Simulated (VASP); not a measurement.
Set up this calculation in VASP 6.6.1, as the native input.

- Task: single point
- Functional: PBEsol
- Potentials or basis: VASP PAW PBE potentials, release 64 (Al)
- Cutoff: 520 eV
- k mesh: 12 × 12 × 1
- Occupations: gaussian, width 0.1 eV
- Spin: no spin polarisation
- Dipole correction: yes
- Further INCAR settings: ALGO = Normal; EDIFF = 1e-06; NBANDS = 16

The structure of Al lies in POSCAR:

```
Al
1.0
    2.8394270070      0.0000000000      0.0000000000
   -1.4197135035      2.4590159203      0.0000000000
    0.0000000000      0.0000000000     24.2735297720
Al
5
Direct
    0.6666666667      0.3333333333      0.3089785487
    0.3333333333      0.6666666667      0.4044892743
    0.0000000000      0.0000000000      0.5000000000
    0.6666666667      0.3333333333      0.5955107257
    0.3333333333      0.6666666667      0.6910214513
```

The input as run:

INCAR

```
SYSTEM = Al
PREC = Accurate ; ENCUT = 520
EDIFF = 1E-6 ; ISMEAR = 0
SIGMA = 0.1 ; LREAL = .False.
LASPH = .True. ; NELM = 100
ALGO = Normal ; ISIF = 2
LWAVE = .False. ; LCHARG = .False.
LDIPOL = .True. ; IDIPOL = 3
DIPOL = 0.5 0.5 0.500 ; GGA = PS
NBANDS = 16
```

KPOINTS

```
regular mesh
0
Gamma
  12 12 1
  0 0 0
```

Potentials or basis: VASP PAW PBE potentials, release 64 (Al).

The run is started by

```bash
$ cat potpaw_PBE.64/Al/POTCAR > POTCAR
$ mpirun -np 1 vasp_std > vasp.out
```

It gave:

The largest force is 0.112 eV/Å.

Caveat: the PAW data sets were made with another functional, which shifts forces and pressure a little.

It took 64 s on 1 thread of Intel(R) Xeon(R) Platinum 8488C (Sapphire Rapids), on a shared host, peak memory 0.32 GiB.
